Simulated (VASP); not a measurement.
# Rb in VASP: single point with PBE

Aim: the single point of Rb with PBE.

All numbers are computed with VASP 6.6.1; they aren't measurements. Logs are shortened: lines on timing, memory, paths and dates and some standing lists are left out, and cuts for length are marked.

**1. The cell of the first run**

The cell holds a disordered packing, 20 atoms: a = 12.368 Å, b = 12.846 Å, c = 12.830 Å, α = 86.83°, β = 87.22°, γ = 89.48°.

**2. Single point, PBE**

The input, INCAR:

```
SYSTEM = Rb
PREC = Accurate
ENCUT = 520
EDIFF = 1E-6
ISMEAR = -1
SIGMA = 0.056
LREAL = Auto
LASPH = .True.
NELM = 60
ALGO = Normal
ISIF = 2
LWAVE = .False.
LCHARG = .False.
GGA = PE
NBANDS = 106
KPAR = 2
NCORE = 2
```

The input, KPOINTS:

```
regular mesh
0
Gamma
  2 2 2
  0 0 0
```

The input, POSCAR:

```
Rb
1.0
   12.3645670000      0.0529360000      0.3053840000
    0.0529360000     12.8414620000      0.3546320000
    0.3053840000      0.3546320000     12.8215010000
Rb
20
Direct
    0.8405487585      0.2899277696      0.8971830274
    0.4341914093      0.6400652391      0.8469965162
    0.4294172472      0.1447269320      0.3731371413
    0.3419547510      0.8270352296      0.1683505109
    0.0839852346      0.3412281550      0.4464560349
    0.6572442682      0.0917454169      0.6305501384
    0.5252163495      0.3271371960      0.0618943840
    0.2702893427      0.7455901753      0.5826951310
    0.7407436056      0.5980253582      0.0813283546
    0.8594191407      0.1737531991      0.2008799834
    0.3833537422      0.3931041846      0.6621445620
    0.6615640530      0.9798430767      0.9548745812
    0.0323544334      0.0072617148      0.6536048850
    0.0397686254      0.9366272675      0.3204324290
    0.3378164280      0.0114256818      0.8409802982
    0.0296731789      0.5463638866      0.8148728232
    0.7933780417      0.7371997626      0.5855086303
    0.1724717905      0.3903627820      0.0594737250
    0.6992166570      0.4517930531      0.3689192074
    0.0027867995      0.8785676082      0.0046537207
```

Potentials or basis: VASP PAW PBE potentials, release 64 (Rb_sv).

Command:

```
$ cat potpaw_PBE.64/Rb_sv/POTCAR > POTCAR
$ mpirun -np 4 vasp_std > vasp.out
```

OUTCAR:

```text
SYSTEM = Rb
   PREC = Accurate
   ENCUT = 520
   EDIFF = 1E-6
   ISMEAR = -1
   LREAL = Auto
   LASPH = .True.
   NELM = 60
   ISIF = 2
   GGA = PE

 ion  position               nearest neighbor table
   1  0.841  0.290  0.897-  10 4.11  16 4.12   7 4.38  12 4.58   9 4.84  18 4.91   6 5.01  13 5.38
                            20 5.76
   2  0.434  0.640  0.847-  11 4.14   8 4.19   7 4.90  15 4.90   9 4.96   4 4.97  18 5.15  16 5.20
                            12 5.49  17 5.54
   3  0.429  0.145  0.373-   6 4.46   7 4.63   5 5.02  11 5.03   4 5.13  19 5.19  14 5.62  10 5.67
[... 21 lines left out ...]
  15  0.338  0.011  0.841-  12 4.34  13 4.58   4 4.71   6 4.76  20 4.84   2 4.90   8 4.99  11 5.32
                             7 5.65
  16  0.030  0.546  0.815-  18 4.09   1 4.12   8 4.77  17 4.81   9 4.89  20 5.03  11 5.13   2 5.20
                             5 5.55
  17  0.793  0.737  0.586-  13 4.72  16 4.81   6 4.90  19 4.90  14 5.06   2 5.54
  18  0.172  0.390  0.059-  16 4.09   7 4.43   1 4.91  10 5.00   5 5.04   2 5.15  11 5.61
  19  0.699  0.452  0.369-   9 4.06  10 4.65  17 4.90   7 4.93   5 5.08   3 5.19  11 5.32   6 5.58

  20  0.003  0.879  0.005-  14 4.21  12 4.47  13 4.71   4 4.81  15 4.84   9 4.90  10 4.94  16 5.03
                             1 5.76

  LATTYP: Found a triclinic cell.
 ALAT       =    12.8300394051
 B/A-ratio  =     1.0012803949
 C/A-ratio  =     0.9640228336
 COS(alpha) =     0.0090792193
 COS(beta)  =     0.0485872211
 COS(gamma) =     0.0553151090

  Lattice vectors:

 A1 = (  -0.3053840000,  -0.3546320000, -12.8215010000)
 A2 = (  -0.0529360000, -12.8414620000,  -0.3546320000)
 A3 = ( -12.3645670000,  -0.0529360000,  -0.3053840000)

Analysis of symmetry for initial positions (statically):
=====================================================================
 Subroutine PRICEL returns:
 Original cell was already a primitive cell.

 Routine SETGRP: Setting up the symmetry group for a
 triclinic supercell.

 Subroutine GETGRP returns: Found  1 space group operations
 (whereof  1 operations were pure point group operations)
 out of a pool of  2 trial point group operations.

The static configuration has the point symmetry C_1 .

Analysis of symmetry for dynamics (positions and initial velocities):
=====================================================================
 Subroutine PRICEL returns:
 Original cell was already a primitive cell.

 Routine SETGRP: Setting up the symmetry group for a
[... 129 lines left out ...]
   IBRION =     -1    ionic relax: 0-MD 1-quasi-New 2-CG
   NFREE  =      0    steps in history (QN), initial steepest desc. (CG)
   ISIF   =      2    stress and relaxation
   ISYM   =      2    0-nonsym 1-usesym 2-fastsym
   POTIM  = 0.5000    time-step for ionic-motion
   TEBEG  =    0.0;   TEEND  =   0.0 temperature during run
   PSTRESS=    0.0 pullay stress
   NELECT =     180.0000    total number of electrons
   NUPDOWN=      -1.0000    fix difference up-down
   EMIN   =  10.00;   EMAX   =-10.00  energy-range for DOS
   EFERMI =   0.00;   METHOD = LEGACY
   ISMEAR =    -1;   SIGMA  =   0.06  broadening in eV -4-tet -1-fermi 0-gaus
   EFERMI_NEDOS =   21; number of points for ismear=-14 and -15
   IALGO  =     38    algorithm
   IMIX   =      4    mixing-type and parameters
     AMIX     =   0.40;   BMIX     =  1.00
     AMIX_MAG =   1.60;   BMIX_MAG =  1.00
  volume/ion in A,a.u.               =     101.65       685.97
  Fermi-wavevector in a.u.,A,eV,Ry     =   0.729658  1.378853  7.243747  0.532400
  Thomas-Fermi vector in A             =   1.821434
   LORBIT       =      0    0 simple, 1 ext, 2 COOP (PROOUT), +10 PAW based schemes
   GGA     = PE    functional components
   LHFCALC =     F    Hartree Fock is set to
   AEXX    =    0.0000 exact exchange contribution
   IVDW    =     0    specifies the selected vdW correction
   LEPSILON=     F    determine dielectric tensor
   LRPA    =     F    only Hartree local field effects (RPA)
 non-spin polarized calculation
  energy-cutoff  :      520.00
  volume of cell :     2033.01
 maximum number of plane-waves:     54794
 NGX is ok and might be reduce to    96
   NGX = 45   NGY = 47   NGZ = 47

 number of electron     179.9999999 magnetization

 Free energy of the ion-electron system (eV)
  ---------------------------------------------------
  ext. energy  EPLUGINS =         0.00000000
  ---------------------------------------------------
  free energy    TOTEN  =       -16.82026198 eV

  energy without entropy =      -16.71234344  energy(sigma->0) =      -16.76630271

 E-fermi :  -0.2008     XC(G=0):  -5.1519

 val. band max:       -0.2346366227   @ k =   0.0000   0.0000   0.0000
 cond. band min:      -0.1983766632   @ k =   0.5000   0.0000   0.5000
 fundamental gap:      0.0362599595
 Fermi energy:        -0.2008039502

 k-point     1 :       0.0000    0.0000    0.0000
  band No.  band energies     occupation
      1     -29.3600      2.00000
      2     -29.3234      2.00000
      3     -29.3030      2.00000
      4     -29.2902      2.00000
      5     -29.2871      2.00000
      6     -29.2811      2.00000
[... 829 lines left out ...]
    101       0.6538      0.00000
    102       0.6577      0.00000
 [bands above 102 left out]

------------------------ aborting loop because EDIFF is reached ----------------------------------------

  FORCE on cell =-STRESS in cart. coord.  units (eV):
  Direction    XX          YY          ZZ          XY          YZ          ZX
  --------------------------------------------------------------------------------------
  -------------------------------------------------------------------------------------
  Total        1.5880289      0.1899155      2.9013852     -0.3919835     -1.3309737      1.2285514
  in kB        1.2514963      0.1496689      2.2865282     -0.3089150     -1.0489159      0.9681987
  external PRESSURE =       1.2292311 kB  Pullay stress =       0.0000000 kB

 VOLUME and BASIS-vectors are now :
 -----------------------------------------------------------------------------
  energy-cutoff  :      520.00
  volume of cell :     2033.01
      direct lattice vectors                 reciprocal lattice vectors
    12.364567000  0.052936000  0.305384000     0.080924880 -0.000280579 -0.001919718
     0.052936000 12.841462000  0.354632000    -0.000280579  0.077933254 -0.002148886
     0.305384000  0.354632000 12.821501000    -0.001919718 -0.002148886  0.078099149

 POSITION                                       TOTAL-FORCE (eV/Angst)
 -----------------------------------------------------------------------------------
     10.68235      4.08576     11.86274         0.005699     -0.071605     -0.304797
      5.66113      8.54273     11.21935         0.161467      0.126676      0.218469
      5.43117      2.01356      4.96664        -0.096193     -0.081478     -0.037854
      4.32331     10.69815      2.55623         0.153200     -0.124668      0.053179
      1.19284      4.54464      5.87089        -0.032501      0.068038      0.023259
      8.32396      1.43655      8.31785         0.065268      0.080776     -0.139354
[... 12 lines left out ...]
      8.78209      5.96953      5.10385        -0.061924     -0.060959      0.274285
      0.08239     11.28389      0.37209         0.048567     -0.095959     -0.174813
 -----------------------------------------------------------------------------------
    total drift:                                0.000168     -0.000685      0.001287

  FREE ENERGIE OF THE ION-ELECTRON SYSTEM (eV)
  ---------------------------------------------------
  free  energy   TOTEN  =       -16.8202619817 eV

  energy  without entropy=      -16.7123434444  energy(sigma->0) =      -16.76630271
```

stdout:

```text
POSCAR found type information on POSCAR Rb
 POSCAR found :  1 types and      20 ions
 scaLAPACK will be used
 LDA part: xc-table for (Slater+PW92), standard interpolation
 POSCAR, INCAR and KPOINTS ok, starting setup
 FFT: planning ... GRIDC
 FFT: planning ... GRID_SOFT
 FFT: planning ... GRID
 WAVECAR not read
 entering main loop
```

Wall time 11 min (4 MPI ranks of Intel Xeon Platinum 8259CL at 2.50GHz (Skylake/Cascade Lake), shared host); peak memory 1.2 GiB.

Results:

```
Free energy            : -16.8203 eV
Pressure               : 0.1 GPa
Largest force          : 0.322 eV/Å
Band gap on the k mesh : zero (bands 90 and 91 overlap by 0.61 eV)
```

Forces in eV/Å, atoms in the order of the input:
```
Rb   0.006 -0.072 -0.305
Rb   0.161  0.127  0.218
Rb  -0.096 -0.081 -0.038
Rb   0.153 -0.125  0.053
Rb  -0.033  0.068  0.023
Rb   0.065  0.081 -0.139
Rb  -0.126 -0.092 -0.036
Rb  -0.007  0.047 -0.245
Rb   0.090  0.225 -0.121
Rb  -0.123  0.058  0.159
Rb   0.030 -0.217 -0.054
Rb   0.007 -0.156  0.146
Rb  -0.028  0.146  0.081
Rb   0.046 -0.105  0.194
Rb  -0.105  0.152 -0.025
Rb   0.022  0.237 -0.216
Rb  -0.081 -0.050  0.015
Rb   0.031 -0.086  0.190
Rb  -0.062 -0.061  0.274
Rb   0.049 -0.096 -0.175
```

Stress tensor (GPa, compression positive):
```
 0.13 -0.03  0.10
-0.03  0.01 -0.10
 0.10 -0.10  0.23
```

Caveat: the atoms stand as in a frame of molecular dynamics.

The gap in the log of VASP goes by the Fermi energy; the results here count the filled bands.